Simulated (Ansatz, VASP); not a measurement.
# Mg3Sb2 in VASP and in Ansatz

```xyz
5
Lattice="4.5939 0.0000 0.0000 -2.2969 3.9784 0.0000 0.0000 0.0000 7.2743" Properties=species:S:1:pos:R:3 pbc="T T T"
Mg    0.0000    2.6523    4.5971
Mg    2.2969    1.3261    2.6772
Mg    0.0000    0.0000    0.0000
Sb    0.0000    2.6523    1.6413
Sb    2.2969    1.3261    5.6330
```

Alike in both runs: functional PBE; k mesh 12 × 12 × 6; occupations gaussian, width 0.01 eV; no spin polarisation.

Ansatz relaxed the structure, and its values are those at the end. VASP's run is a single point on that final structure, the one shown.

```csv
,VASP,Ansatz
version,VASP 6.6.1,Ansatz 0.2.0
potentials or method,"VASP PAW PBE potentials, release 64 (Mg, Sb), cutoff 600 eV","scalar-relativistic, plane waves, PAW"
valence electrons in the cell,16,60
```

Ansatz gave:

* gap on the k mesh at the Fermi level (eV): 0.11
* least direct gap on the mesh (eV): 1.03
* pressure (GPa): 0.0
* rms of the force components (eV/Å): 0.002

Task: Which values does VASP return?

Result: gap on the k mesh at the Fermi level (eV): 0.08; least direct gap on the mesh (eV): 1.02; pressure (GPa): 0.1; rms of the force components (eV/Å): 0.004.

With one functional, cell and mesh, what is left measures potentials, basis and numerics. VASP's potentials hold 16 valence electrons a cell and Ansatz's 60, so a difference there can come from the potentials and not from the codes.

Spin-orbit coupling is off throughout.
